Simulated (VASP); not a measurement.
Set up this calculation in VASP 6.6.1, as the native input.

```yaml
Task: single point
Functional: r2SCAN
Potentials_or_basis: VASP PAW PBE potentials, release 64 (Ni, Ge_d)
Cutoff: 520 eV
k_mesh: 14 × 14 × 14
Occupations: gaussian, width 0.1 eV
Spin: no spin polarisation
Dipole_correction: no
Further_INCAR_settings: ALGO = Normal; EDIFF = 1e-06; NBANDS = 30
```

Crystal: Ni3Ge.

```
CELL_PARAMETERS angstrom
3.42664 0.00000 0.00000
0.00000 3.55911 0.00000
0.00000 0.00000 3.55911
ATOMIC_POSITIONS crystal
Ni 0.50000 0.00000 0.50000
Ni 0.00000 0.50000 0.50000
Ni 0.50000 0.50000 0.00000
Ge 0.00000 0.00000 0.00000
```

This cell differs from its parent crystal: uniaxial strain along a: -3.0 %.

The input as run:

POSCAR

```
Ni3Ge
1.0
    3.4266383867      0.0000000000      0.0000000000
    0.0000000000      3.5591115202      0.0000000000
    0.0000000000      0.0000000000      3.5591115202
Ni Ge
3 1
Direct
    0.5000000000      0.0000000000      0.5000000000
    0.0000000000      0.5000000000      0.5000000000
    0.5000000000      0.5000000000      0.0000000000
    0.0000000000      0.0000000000      0.0000000000
```

INCAR.step1

```
SYSTEM = Ni3Ge
  PREC = Accurate
  ENCUT = 520
  ISMEAR = 0
  SIGMA = 0.1
  LREAL = .False.
  LASPH = .True.
  NELM = 100
  NBANDS = 30
  GGA = PE
  ALGO = Normal
  EDIFF = 1E-4
  LWAVE = .True.
  LCHARG = .False.
```

INCAR.step2

```
SYSTEM = Ni3Ge
  PREC = Accurate
  ENCUT = 520
  EDIFF = 1E-6
  ISMEAR = 0
  SIGMA = 0.1
  LREAL = .False.
  LASPH = .True.
  NELM = 100
  ALGO = Normal
  ISIF = 2
  LWAVE = .False.
  LCHARG = .False.
  METAGGA = R2SCAN
  LMIXTAU = .True.
  NBANDS = 30
  ISTART = 1
```

KPOINTS

```
Automatic mesh
0
Gamma
  14 14 14
  0 0 0
```

Potentials or basis: VASP PAW PBE potentials, release 64 (Ni, Ge_d).

Launch:

```bash
$ cat potpaw_PBE.64/Ni/POTCAR potpaw_PBE.64/Ge_d/POTCAR > POTCAR
$ cp INCAR.step1 INCAR
$ mpirun -np 1 vasp_std > vasp.out
$ cp INCAR.step2 INCAR
$ mpirun -np 1 vasp_std > vasp.out
```

Results of the run:

- Pressure: 3.8 GPa
- Band gap on the k mesh: zero (bands 22 and 23 overlap by 0.35 eV)

Caveat: the cell differs from its parent crystal (uniaxial strain along a: -3.0 %); the stress differs along the axes, from 2 to 7 GPa; the PAW data sets were made with another functional, which shifts forces and pressure a little.

Wall time 17 min on 1 thread of AMD EPYC 7R13 Processor (Zen 3), on a shared host, peak memory 0.4 GiB.
